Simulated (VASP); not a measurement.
# ZnS (P6_3mc) in VASP: a series of runs

Runs on ZnS. Level: LDA. Tasks: single point.

Program: VASP 6.6.1. These are calculated values, not measurements. Logs are shortened: lines on timing, memory, paths and dates and some standing lists are left out, and cuts for length are marked.

## Step 1: The cell of the first run

The structure is hexagonal, space group P6_3mc (No. 186). Conventional cell: a = 3.738 Å, b = 3.738 Å, c = 6.143 Å, α = 90.00°, β = 90.00°, γ = 120.00°. Zn (site symmetry 3m) has 4 S at 2.29 to 2.30 Å within 3.0 Å. Within 3.0 Å of S (site symmetry 3m) lie 4 Zn at 2.29 to 2.30 Å.

## Step 2: Single point, LDA

Input file INCAR:

```
  PREC = Accurate
  ENCUT = 520
  EDIFF = 1E-7
  ISMEAR = 0
  SIGMA = 0.01
  LREAL = F
  LASPH = T
  NELM = 80
  ALGO = Normal
  ISIF = 2
  LWAVE = F
  LCHARG = F
  GGA = CA
  NBANDS = 26
```

Input file KPOINTS:

```
regular mesh
0
Gamma
  6 6 4
```

Input file POSCAR:

```
ZnS
1.0
    3.7382324366      0.0000000000      0.0000000000
   -1.8691162183      3.2374042554      0.0000000000
    0.0000000000      0.0000000000      6.1429976529
Zn S
2 2
Direct
    0.3333333333      0.6666666667      0.0055913299
    0.6666666667      0.3333333333      0.5055913299
    0.3333333333      0.6666666667      0.3794086701
    0.6666666667      0.3333333333      0.8794086701
```

Potentials or basis: VASP PAW LDA potentials, release 64 (Zn, S).

On the command line:

```bash
$ cat potpaw_LDA.64/Zn/POTCAR potpaw_LDA.64/S/POTCAR > POTCAR
$ mpirun -np 1 vasp_std > vasp.out
```

OUTCAR:

```text
PREC = Accurate
   ENCUT = 520
   EDIFF = 1E-7
   ISMEAR = 0
   LREAL = F
   LASPH = T
   NELM = 80
   ISIF = 2
   GGA = CA

 ion  position               nearest neighbor table
   1  0.333  0.667  0.006-   4 2.29   4 2.29   4 2.29   3 2.30
   2  0.667  0.333  0.506-   3 2.29   3 2.29   3 2.29   4 2.30
   3  0.333  0.667  0.379-   2 2.29   2 2.29   2 2.29   1 2.30
   4  0.667  0.333  0.879-   1 2.29   1 2.29   1 2.29   2 2.30

  LATTYP: Found a hexagonal cell.
 ALAT       =     3.7382324366
 C/A-ratio  =     1.6432893773

  Lattice vectors:

 A1 = (   3.7382324366,   0.0000000000,   0.0000000000)
 A2 = (  -1.8691162183,   3.2374042554,   0.0000000000)
 A3 = (   0.0000000000,   0.0000000000,   6.1429976529)

Analysis of symmetry for initial positions (statically):
=====================================================================
 Subroutine PRICEL returns:
 Original cell was already a primitive cell.

 Routine SETGRP: Setting up the symmetry group for a
 hexagonal supercell.

 Subroutine GETGRP returns: Found 12 space group operations
 (whereof  6 operations were pure point group operations)
 out of a pool of 24 trial point group operations.

The static configuration has the point symmetry C_3v.
 The point group associated with its full space group is C_6v.

Analysis of symmetry for dynamics (positions and initial velocities):
=====================================================================
 Subroutine PRICEL returns:
 Original cell was already a primitive cell.

 Routine SETGRP: Setting up the symmetry group for a
 hexagonal supercell.

 Subroutine GETGRP returns: Found 12 space group operations
 (whereof  6 operations were pure point group operations)
 out of a pool of 24 trial point group operations.

The dynamic configuration has the point symmetry C_3v.
 The point group associated with its full space group is C_6v.

 Subroutine INISYM returns: Found 12 space group operations
 (whereof  6 operations are pure point group operations),
 and found     1 'primitive' translations

----------------------------------------------------------------------------------------

                                     Primitive cell

  volume of cell :      74.3436

  direct lattice vectors                    reciprocal lattice vectors
     3.738232437  0.000000000  0.000000000     0.267506105  0.154444722  0.000000000
[... 84 lines left out ...]
   ENCUT  =  520.0 eV  38.22 Ry    6.18 a.u.   6.95  6.95 11.42*2*pi/ulx,y,z
   NELM   =     80;   NELMIN=  2; NELMDL= -5     # of ELM steps
   EDIFF  = 0.1E-06   stopping-criterion for ELM
   LREAL  =      F    real-space projection
   EDIFFG = 0.1E-05   stopping-criterion for IOM
   NSW    =      0    number of steps for IOM
   IBRION =     -1    ionic relax: 0-MD 1-quasi-New 2-CG
   NFREE  =      0    steps in history (QN), initial steepest desc. (CG)
   ISIF   =      2    stress and relaxation
   ISYM   =      2    0-nonsym 1-usesym 2-fastsym
   POTIM  = 0.5000    time-step for ionic-motion
   TEBEG  =    0.0;   TEEND  =   0.0 temperature during run
   PSTRESS=    0.0 pullay stress
   NELECT =      36.0000    total number of electrons
   NUPDOWN=      -1.0000    fix difference up-down
   EMIN   =  10.00;   EMAX   =-10.00  energy-range for DOS
   EFERMI =   0.00;   METHOD = LEGACY
   ISMEAR =     0;   SIGMA  =   0.01  broadening in eV -4-tet -1-fermi 0-gaus
   EFERMI_NEDOS =   21; number of points for ismear=-14 and -15
   IALGO  =     38    algorithm
   IMIX   =      4    mixing-type and parameters
     AMIX     =   0.40;   BMIX     =  1.00
     AMIX_MAG =   1.60;   BMIX_MAG =  1.00
  volume/ion in A,a.u.               =      18.59       125.42
  Fermi-wavevector in a.u.,A,eV,Ry     =   1.285566  2.429368 22.486085  1.652681
  Thomas-Fermi vector in A             =   2.417693
   LORBIT       =      0    0 simple, 1 ext, 2 COOP (PROOUT), +10 PAW based schemes
   GGA     = CA    functional components
   LHFCALC =     F    Hartree Fock is set to
   AEXX    =    0.0000 exact exchange contribution
   IVDW    =     0    specifies the selected vdW correction
   LEPSILON=     F    determine dielectric tensor
   LRPA    =     F    only Hartree local field effects (RPA)
 non-spin polarized calculation
 Gauss-broadening in eV      SIGMA  =   0.01
  energy-cutoff  :      520.00
  volume of cell :       74.34
 maximum number of plane-waves:      2020
 NGX is ok and might be reduce to    28
   NGX = 13   NGY = 13   NGZ = 23

 number of electron      36.0000015 magnetization

 Free energy of the ion-electron system (eV)
  ---------------------------------------------------
  ext. energy  EPLUGINS =         0.00000000
  ---------------------------------------------------
  free energy    TOTEN  =       -16.39874710 eV

  energy without entropy =      -16.39874710  energy(sigma->0) =      -16.39874710

 E-fermi :   2.6226     XC(G=0): -10.3083

 val. band max:        2.5334554343   @ k =   0.0000   0.0000   0.0000
 cond. band min:       4.7584078721   @ k =   0.0000   0.0000   0.0000
 fundamental gap:      2.2249524378
 Fermi energy:         2.6226153077

 k-point     1 :       0.0000    0.0000    0.0000
  band No.  band energies     occupation
      1     -11.0419      2.00000
      2      -9.9743      2.00000
      3      -4.2370      2.00000
      4      -4.2166      2.00000
      5      -4.2166      2.00000
      6      -4.1274      2.00000
[... 598 lines left out ...]
     25      12.1524      0.00000
     26      12.1524      0.00000

------------------------ aborting loop because EDIFF is reached ----------------------------------------

  FORCE on cell =-STRESS in cart. coord.  units (eV):
  Direction    XX          YY          ZZ          XY          YZ          ZX
  --------------------------------------------------------------------------------------
  -------------------------------------------------------------------------------------
  Total        0.1499411      0.1499411      0.1305764      0.0000000      0.0000000      0.0000000
  in kB        3.2313780      3.2313780      2.8140498      0.0000000      0.0000000      0.0000000
  external PRESSURE =       3.0922686 kB  Pullay stress =       0.0000000 kB

 VOLUME and BASIS-vectors are now :
 -----------------------------------------------------------------------------
  energy-cutoff  :      520.00
  volume of cell :       74.34
      direct lattice vectors                 reciprocal lattice vectors
     3.738232437  0.000000000  0.000000000     0.267506105  0.154444722  0.000000000
    -1.869116218  3.237404255  0.000000000     0.000000000  0.308889444  0.000000000
     0.000000000  0.000000000  6.142997653     0.000000000  0.000000000  0.162786974

 POSITION                                       TOTAL-FORCE (eV/Angst)
 -----------------------------------------------------------------------------------
     -0.00000      2.15827      0.03435        -0.000000     -0.000000      0.001844
      1.86912      1.07913      3.10585         0.000000     -0.000000      0.001844
     -0.00000      2.15827      2.33071         0.000000      0.000000     -0.001844
      1.86912      1.07913      5.40221        -0.000000      0.000000     -0.001844
 -----------------------------------------------------------------------------------
    total drift:                               -0.000001     -0.000001     -0.000679

  FREE ENERGIE OF THE ION-ELECTRON SYSTEM (eV)
  ---------------------------------------------------
  free  energy   TOTEN  =       -16.3987470979 eV

  energy  without entropy=      -16.3987470979  energy(sigma->0) =      -16.39874710
```

Run time: 26 s. Hardware: 1 thread of Intel Xeon Platinum 8488C (Sapphire Rapids), shared host; peak memory 0.17 GiB.

Results:

* Free energy: -16.3987 eV
* Pressure: 0.3 GPa
* Band gap on the k mesh: 2.22 eV, direct

## Step 3: Single point, LDA (in-plane strain -0.005, then relaxed in part)

Input file INCAR:

```
ALGO = Normal ; EDIFF = 1E-6
ENCUT = 520 ; GGA = CA
ISIF = 2 ; ISMEAR = 0
LASPH = True ; LCHARG = False
LREAL = False ; LWAVE = False
NBANDS = 26 ; NELM = 100
PREC = Accurate ; SIGMA = 0.01
```

Input file KPOINTS:

```
k-points
0
Gamma
  6 6 4
```

Input file POSCAR:

```
ZnS
1.0
    3.7195412745      0.0000000000      0.0000000000
   -1.8597706372      3.2212172341      0.0000000000
    0.0000000000      0.0000000000      6.1609054208
Zn S
2 2
Direct
    0.3333333333      0.6666666667      0.0063999118
    0.6666666667      0.3333333333      0.5063999118
    0.3333333333      0.6666666667      0.3786000882
    0.6666666667      0.3333333333      0.8786000882
```

Potentials or basis: VASP PAW LDA potentials, release 64 (Zn, S).

On the command line:

```bash
$ cat potpaw_LDA.64/Zn/POTCAR potpaw_LDA.64/S/POTCAR > POTCAR
$ mpirun -np 1 vasp_std > vasp.out
```

It took 25 s on 1 thread of Intel Xeon Platinum 8488C (Sapphire Rapids), shared host; peak memory 0.17 GiB.

It converged, with:

```yaml
Free_energy: -16.3957 eV
Pressure: 0.9 GPa
Band_gap_on_the_k_mesh: 2.23 eV, direct
```

Stress tensor (GPa, compression positive):
```
1.15 0.00 0.00
0.00 1.15 0.00
0.00 0.00 0.28
```

Levels at points of the mesh, in eV from the valence-band top:
| k point | band 14 | band 15 | band 16 | band 17 | band 18 | band 19 | band 20 | band 21 | band 22 | band 23 |
| --- | --- | --- | --- | --- | --- | --- | --- | --- | --- | --- |
| (0.00, 0.00, 0.00) | -0.99 | -0.99 | -0.15 | 0.00 | 0.00 | 2.23 | 3.09 | 6.14 | 6.14 | 6.27 |
| (0.50, 0.00, 0.00) | -4.48 | -3.67 | -2.48 | -1.97 | -0.99 | 3.44 | 4.20 | 4.82 | 6.71 | 7.41 |
| (0.00, 0.00, 0.50) | -3.16 | -0.52 | -0.52 | -0.52 | -0.52 | 3.58 | 3.58 | 6.63 | 6.63 | 6.63 |
| (0.50, 0.00, 0.50) | -5.29 | -1.88 | -1.88 | -1.80 | -1.80 | 3.30 | 3.30 | 5.01 | 5.01 | 8.74 |

Caveat: the cell differs from its parent crystal (in-plane strain -0.005, then relaxed in part).
